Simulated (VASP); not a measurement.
Write the native input for VASP 6.6.1 that does the following.

```
Task                   : single point
Functional             : PBEsol
Potentials or basis    : VASP PAW PBE potentials, release 64 (Au, Al)
Cutoff                 : 520 eV
k mesh                 : 8 × 8 × 8
Occupations            : fermi-dirac, width 0.05 eV
Spin                   : non-collinear spin, zero start, spin-orbit coupling
Starting moments       : [[0.0, 0.0, 0.0], [0.0, 0.0, 0.0], [0.0, 0.0, 0.0]] μB
Dipole correction      : no
Further INCAR settings : ALGO = Normal; EDIFF = 1e-06; NBANDS = 30
```

The structure of Al2Au lies in POSCAR:

```
Al2Au
1.0
    0.0000000000      3.0000000000      3.0000000000
    3.0000000000      0.0000000000      3.0000000000
    3.0000000000      3.0000000000      0.0000000000
Au Al
1 2
Direct
    0.0000000000      0.0000000000      0.0000000000
    0.7500000000      0.7500000000      0.7500000000
    0.2500000000      0.2500000000      0.2500000000
```

The input as run:

INCAR

```
PREC = Accurate
ENCUT = 520
EDIFF = 1E-6
ISMEAR = -1
SIGMA = 0.05
LREAL = False
LASPH = True
NELM = 150
ALGO = Normal
ISIF = 2
LWAVE = False
LCHARG = False
MAGMOM = 0 0 0 0 0 0 0 0 0
LORBIT = 11
LSORBIT = True
GGA_COMPAT = False
LORBMOM = True
LMAXMIX = 4
GGA = PS
NBANDS = 30
```

KPOINTS

```
regular mesh
0
Gamma
  8 8 8
```

Potentials or basis: VASP PAW PBE potentials, release 64 (Au, Al).

The run is started by

```sh
$ cat potpaw_PBE.64/Au/POTCAR potpaw_PBE.64/Al/POTCAR > POTCAR
$ mpirun -np 1 vasp_ncl > vasp.out
```

Results of the run:

| Quantity | Value |
| --- | --- |
| Pressure | -0.7 GPa |
| Net moment | 0.00 μB per cell |
| Valence electrons inside the program's atomic spheres | Au 10.00; Al 0.75 |

Caveat: the PAW data sets were made with another functional, which shifts forces and pressure a little.

It took 72 s on 1 thread of Intel(R) Xeon(R) Platinum 8488C (Sapphire Rapids), on a shared host, peak memory 0.34 GiB.
